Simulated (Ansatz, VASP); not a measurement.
One calculation of BaRe, two programs

```xyz
2
Lattice="3.7233 0.0000 0.0000 0.0000 3.7233 0.0000 0.0000 0.0000 3.7233" Properties=species:S:1:pos:R:3 pbc="T T T"
Ba    0.0000    0.0000    0.0000
Re    1.8617    1.8617    1.8617
```

Alike in both runs: task single point; functional PBE; k mesh 8 × 8 × 8; occupations gaussian, width 0.05 eV; no spin polarisation.

|  | VASP | Ansatz |
| --- | --- | --- |
| version | VASP 6.6.1 | Ansatz 0.2.0 |
| potentials or method | VASP PAW PBE potentials, release 64 (Ba_sv, Re), cutoff 520 eV | scalar-relativistic, plane waves, PAW |
| valence electrons in the cell | 17 | 25 |

VASP gave:

- gap on the k mesh at the Fermi level (eV): none
- pressure (GPa): 1.6

Problem. Which values does Ansatz return?

Solution. gap on the k mesh at the Fermi level (eV): none; pressure (GPa): 0.0.

A gap of «none» marks a metal or a gap that the smearing closes. VASP's potentials hold 17 valence electrons a cell and Ansatz's 25, so a difference there can come from the potentials and not from the codes.

Spin-orbit coupling is off throughout.
